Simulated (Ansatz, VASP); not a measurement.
# P: VASP beside Ansatz

File INCAR:

```
SYSTEM = P
ALGO     = Normal         ! electronic algorithm
EDIFF    = 1E-7           ! SCF threshold, eV
EDIFFG   = -0.01          ! ionic threshold
ENCUT    = 600            ! plane-wave cutoff, eV
GGA      = PE             ! functional
IBRION   = 2              ! ionic algorithm
ISIF     = 3              ! what is computed and relaxed
ISMEAR   = 0              ! smearing method
LASPH    = .True.         ! aspherical terms in the spheres
LCHARG   = .False.        ! write CHGCAR
LREAL    = .False.        ! projectors in reciprocal space
LWAVE    = .False.        ! write WAVECAR
NELM     = 100            ! most SCF steps
NSW      = 100            ! ionic steps
PREC     = Accurate       ! precision mode
SIGMA    = 0.1            ! smearing width, eV
```

Contents of KPOINTS:

```
k-points
0
Gamma
  22 22 12
  0 0 0
```

File POSCAR:

```
P
1.0
    2.4544214124      0.0000000000      0.0000000000
    0.0000000000      2.4544214124      0.0000000000
    0.0000000000      0.0000000000      4.8799049664
P
2
Direct
    0.0000000000      0.0000000000      0.7403205743
    0.0000000000      0.0000000000      0.2596794257
```

Input for Ansatz:

```yaml
crystal:
  lattice:
    - [2.4544214124, 0.0, 0.0]
    - [0.0, 2.4544214124, 0.0]
    - [0.0, 0.0, 4.8799049664]
  atoms:
    - { symbol: P, position: [0.0, 0.0, 0.7403205743] }
    - { symbol: P, position: [0.0, 0.0, 0.2596794257] }
basis:
  ecutwfc: 420
kpoints:
  mp_grid: { grid: [22, 22, 12] }
hamiltonian:
  xc: pbe
scf:
  occupations: { method: gaussian, width: 0.1 }
output:
  forces: true
  stress: true
  eigenvalues: true
relax:
  adjacent_minimum: "off"
  f_tol: 0.01
  max_steps: 80
  cell: { stress_tol: 0.05 }
```

Change from the starting cell: the structure that the rattled cell fell into.

Alike in both runs: task relaxation of cell and atoms; functional PBE; k mesh 22 × 22 × 12; occupations gaussian, width 0.1 eV; no spin polarisation.

|  | VASP | Ansatz |
| --- | --- | --- |
| version | VASP 6.6.1 | Ansatz 0.2.0 |
| potentials or method | VASP PAW PBE potentials, release 64 (P), cutoff 600 eV | scalar-relativistic, plane waves, PAW |
| valence electrons in the cell | 10 | 10 |

```csv
,VASP,Ansatz,Ansatz less VASP
"gap on the k mesh at the Fermi level, each at its own relaxed structure (eV)",none,none,-
relaxed volume (Å³/atom),14.57,14.61,+0.041
relaxed length of the cell vector where the two differ most in proportion (Å),2.445,2.447,+0.0026
```

A gap of «none» marks a metal or a gap that the smearing closes.
